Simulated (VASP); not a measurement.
Here is a VASP 6.6.1 calculation.

INCAR

```
ALGO     = Normal         # electronic algorithm
EDIFF    = 1E-6           # SCF threshold, eV
ENCUT    = 520            # plane-wave cutoff, eV
GGA      = PE             # functional
ISIF     = 2              # what is computed and relaxed
ISMEAR   = 0              # smearing method
LASPH    = True           # aspherical terms in the spheres
LCHARG   = False          # write CHGCAR
LREAL    = False          # projectors in reciprocal space
LWAVE    = False          # write WAVECAR
NBANDS   = 24             # bands
NELM     = 80             # most SCF steps
PREC     = Accurate       # precision mode
SIGMA    = 0.2            # smearing width, eV
```

File KPOINTS:

```
k-points
0
Gamma
  3 3 3
```

File POSCAR:

```
Be3Se4
1.0
    5.1204341086      0.0000000000      0.0000000000
    0.0000000000      5.1204341086      0.0000000000
    0.0000000000      0.0000000000      5.1204341086
Be Se
3 4
Direct
    0.5000000000      0.0000000000      0.5000000000
    0.0000000000      0.5000000000      0.5000000000
    0.5000000000      0.5000000000      0.0000000000
    0.7497066707      0.7497066707      0.2502933293
    0.2502933293      0.2502933293      0.2502933293
    0.7497066707      0.2502933293      0.7497066707
    0.2502933293      0.7497066707      0.7497066707
```

Potentials or basis: VASP PAW PBE potentials, release 64 (Be, Se).

The run is started by

```bash
$ cat potpaw_PBE.64/Be/POTCAR potpaw_PBE.64/Se/POTCAR > POTCAR
$ mpirun -np 1 vasp_std > vasp.out
```

Question: Estimate the pressure.

Answer: -0.1 GPa.

Question: Estimate the largest force.

Answer: 0.015 eV/Å.

Forces on the atoms (eV/Å):
```
Be   0.000  0.000  0.000
Be   0.000  0.000  0.000
Be   0.000  0.000  0.000
Se   0.009  0.009 -0.009
Se  -0.009 -0.009 -0.009
Se   0.009 -0.009  0.009
Se  -0.009  0.009  0.009
```

Caveat: the k points lie up to 0.41 Å⁻¹ apart, too coarse for converged energies and pressures of a metal; the cell differs from its parent crystal (atoms taken out).
